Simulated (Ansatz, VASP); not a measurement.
## Two plane-wave programs on Na

File INCAR:

```
ALGO = Normal ; EDIFF = 1E-7
ENCUT = 520 ; GGA = PE
ISIF = 2 ; ISMEAR = -1
LASPH = T ; LCHARG = T
LELF = T ; LREAL = F
LVHAR = T ; LWAVE = F
NBANDS = 10 ; NELM = 60
PREC = Accurate ; SIGMA = 0.1
```

KPOINTS

```
k-points
0
Gamma
  17 17 17
```

The input POSCAR:

```
Na
1.0
   -2.0701939162      2.0701939162      2.0701939162
    2.0701939162     -2.0701939162      2.0701939162
    2.0701939162      2.0701939162     -2.0701939162
Na
1
Direct
    0.0000000000      0.0000000000      0.0000000000
```

Input for Ansatz:

```yaml
crystal:
  lattice:
    - [-2.0701939162, 2.0701939162, 2.0701939162]
    - [2.0701939162, -2.0701939162, 2.0701939162]
    - [2.0701939162, 2.0701939162, -2.0701939162]
  atoms:
    - { symbol: Na, position: [0.0, 0.0, 0.0] }
hamiltonian:
  xc: pbe
  pseudopotentials:
    kind: paw
    azcp:
      Na: "pseudopotentials/Na.paw.azcp"
basis:
  ecutwfc: 420
  fft_grid_basis: typed
kpoints:
  mp_grid: { grid: [17, 17, 17], shift: [0, 0, 0] }
magnetization:
  spin_polarized: false
scf:
  occupations: { method: fermi_dirac, width: 0.1 }
output:
  stress: true
```

Alike in both runs: task single point; functional PBE; k mesh 17 × 17 × 17; occupations fermi-dirac, width 0.1 eV; no spin polarisation.

|  | VASP | Ansatz |
| --- | --- | --- |
| version | VASP 6.6.1 | Ansatz 0.2.0 |
| potentials or method | VASP PAW PBE potentials, release 64 (Na_pv), cutoff 520 eV | plane waves (420 eV) with PAW, scalar-relativistic |
| valence electrons in the cell | 7 | 9 |

```tsv
	VASP	Ansatz	Ansatz less VASP
pressure (GPa)	0.4	0.4	0.00
```

The functional is the same, so the differences come from potentials, cutoffs and numerics. VASP's potentials hold 7 valence electrons a cell and Ansatz's 9, so a difference there can come from the potentials and not from the codes.
